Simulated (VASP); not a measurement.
Write the native input for VASP 6.6.1 that does the following.

```yaml
Task: relaxation of cell and atoms
Functional: PBEsol
Dispersion: D3(BJ)
Potentials_or_basis: VASP PAW PBE potentials, release 64 (Pb_d, F)
Cutoff: 600 eV
k_mesh: 8 × 8 × 8
Occupations: fermi-dirac, width 0.05 eV
Spin: no spin polarisation
Dipole_correction: no
Further_INCAR_settings: ALGO = Normal; EDIFF = 1e-07; IBRION = 2; EDIFFG = -0.01; NSW = 60; ISIF = 3
```

The structure of PbF2 lies in POSCAR:

```
PbF2
1.0
    0.0000000000      2.9636600000      2.9636600000
    2.9636600000      0.0000000000      2.9636600000
    2.9636600000      2.9636600000      0.0000000000
Pb F
1 2
Direct
    0.0000000000      0.0000000000      0.0000000000
    0.7500000000      0.7500000000      0.7500000000
    0.2500000000      0.2500000000      0.2500000000
```

The input as run:

INCAR

```
PREC = Accurate
ENCUT = 600
EDIFF = 1E-7
ISMEAR = -1
SIGMA = 0.05
LREAL = F
LASPH = T
NELM = 120
ALGO = Normal
ISIF = 3
LWAVE = F
LCHARG = F
GGA = PS
IVDW = 12
IBRION = 2
NSW = 60
EDIFFG = -0.01
GGA_COMPAT = F
NELMIN = 4
```

KPOINTS

```
Automatic mesh
0
Gamma
  8 8 8
```

Potentials or basis: VASP PAW PBE potentials, release 64 (Pb_d, F).

Command:

```bash
$ cat potpaw_PBE.64/Pb_d/POTCAR potpaw_PBE.64/F/POTCAR > POTCAR
$ mpirun -np 1 vasp_std > vasp.out
```

Results of the run:

The relaxed volume is 16.74 Å³/atom and the relaxed cell is a = 4.142 Å, b = 4.142 Å, c = 4.142 Å, α = 60.00°, β = 60.00°, γ = 60.00°. The space group after relaxing (to 0.1 Å) is Fm-3m (No. 225). The energy gained by relaxing is 5.2 meV/atom and the ionic steps are 3. The pressure after relaxing is 0.0 GPa, the band gap on the k mesh is 4.29 eV (least direct gap 4.45 eV) and the dispersion energy per atom is -0.146 eV.

Caveat: the PAW data sets were made with another functional, which shifts forces and pressure a little; spin-orbit coupling is left out, which moves the levels of the heavy elements.

Run time: 60 s on 1 thread of AMD EPYC 9R45 (Zen 5), on a shared host, peak memory 0.19 GiB.
